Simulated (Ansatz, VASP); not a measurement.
# One calculation of LaB6, two programs

File POSCAR:

```
LaB6
1.0
    4.1523647893      0.0000000000      0.0000000000
    0.0000000000      4.1523647893      0.0000000000
    0.0000000000      0.0000000000      4.1523647893
La B
1 6
Direct
    0.0000000000      0.0000000000      0.0000000000
    0.2000318048      0.5000000000      0.5000000000
    0.5000000000      0.2000318048      0.5000000000
    0.7999681952      0.5000000000      0.5000000000
    0.5000000000      0.7999681952      0.5000000000
    0.5000000000      0.5000000000      0.2000318048
    0.5000000000      0.5000000000      0.7999681952
```

File INCAR.step1:

```
SYSTEM = LaB6
PREC = Accurate
ENCUT = 600
ISMEAR = -1
SIGMA = 0.15
LREAL = .FALSE.
LASPH = .TRUE.
NELM = 100
GGA = PE
ALGO = Normal
EDIFF = 1E-4
LWAVE = .TRUE.
LCHARG = .FALSE.
```

The input INCAR.step2:

```
SYSTEM = LaB6
PREC = Accurate
ENCUT = 600
EDIFF = 1E-6
ISMEAR = -1
SIGMA = 0.15
LREAL = .FALSE.
LASPH = .TRUE.
NELM = 100
ALGO = Normal
ISIF = 3
LWAVE = .FALSE.
LCHARG = .FALSE.
METAGGA = R2SCAN
LMIXTAU = .TRUE.
IBRION = 2
NSW = 80
EDIFFG = -0.001
ISTART = 1
```

Contents of KPOINTS:

```
Automatic mesh
0
G
  8 8 8
  0 0 0
```

Input for Ansatz:

```yaml
crystal:
  lattice:
    - [4.1523647893, 0.0, 0.0]
    - [0.0, 4.1523647893, 0.0]
    - [0.0, 0.0, 4.1523647893]
  atoms:
    - { symbol: La, position: [0.0, 0.0, 0.0] }
    - { symbol: B, position: [0.2000318048, 0.5, 0.5] }
    - { symbol: B, position: [0.5, 0.2000318048, 0.5] }
    - { symbol: B, position: [0.7999681952, 0.5, 0.5] }
    - { symbol: B, position: [0.5, 0.7999681952, 0.5] }
    - { symbol: B, position: [0.5, 0.5, 0.2000318048] }
    - { symbol: B, position: [0.5, 0.5, 0.7999681952] }
basis:
  ecutwfc: 500
kpoints:
  mp_grid: { grid: [8, 8, 8] }
hamiltonian:
  xc: r2scan
scf:
  occupations: { method: fermi_dirac, width: 0.15 }
output:
  forces: true
  stress: true
  eigenvalues: true
relax:
  adjacent_minimum: "off"
  f_tol: 0.001
  max_steps: 60
  cell: { stress_tol: 0.01 }
```

Alike in both runs: task relaxation of cell and atoms; functional r2SCAN; k mesh 8 × 8 × 8; occupations fermi-dirac, width 0.15 eV; no spin polarisation.

|  | VASP | Ansatz |
| --- | --- | --- |
| version | VASP 6.6.1 | Ansatz 0.2.0 |
| potentials or method | VASP PAW PBE potentials, release 64 (La, B), cutoff 600 eV | scalar-relativistic, plane waves, PAW |
| valence electrons in the cell | 29 | 29 |

```csv
,VASP,Ansatz,Ansatz less VASP
"gap on the k mesh at the Fermi level, each at its own relaxed structure (eV)",none,none,-
relaxed volume (Å³/atom),10.23,10.23,+0.003
relaxed cell length with the largest relative difference (Å),4.153,4.153,+0.0004
```

VASP's potentials were made for PBE, not for r2SCAN. A gap of «none» marks a metal or a gap that the smearing closes.

Neither program's run includes spin-orbit coupling.
